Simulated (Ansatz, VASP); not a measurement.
## One calculation of CaMg, two programs

```
Ca Mg
1.0
     3.94878    0.00000    0.00000
     0.00000    3.94878    0.00000
     0.00000    0.00000    3.68342
Ca Mg
1 1
Direct
  0.00000 0.00000 0.00000
  0.50000 0.50000 0.50000
```

Alike in both runs: task single point; functional LDA; k mesh 14 × 14 × 14; occupations gaussian, width 0.15 eV; no spin polarisation.

```csv
,VASP,Ansatz
version,VASP 6.6.1,Ansatz 0.2.0
potentials or method,"VASP PAW LDA potentials, release 64 (Ca_sv, Mg), cutoff 520 eV","scalar-relativistic, plane waves, PAW"
valence electrons in the cell,12,20
```

VASP gave:

- gap on the k mesh at the Fermi level (eV): none
- pressure (GPa): -0.1
- traceless stress, the component that is largest in VASP (GPa): 0.72

Task: What did Ansatz give for the same quantities?

Result: gap on the k mesh at the Fermi level (eV): none; pressure (GPa): 0.0; traceless stress, the component that is largest in VASP (GPa): 0.72.

LDA's correlation is that of Perdew and Zunger in VASP and of Perdew and Wang (1992) in Ansatz. A gap of «none» marks a metal or a gap that the smearing closes. VASP's potentials hold 12 valence electrons a cell and Ansatz's 20, so a difference there can come from the potentials and not from the codes.
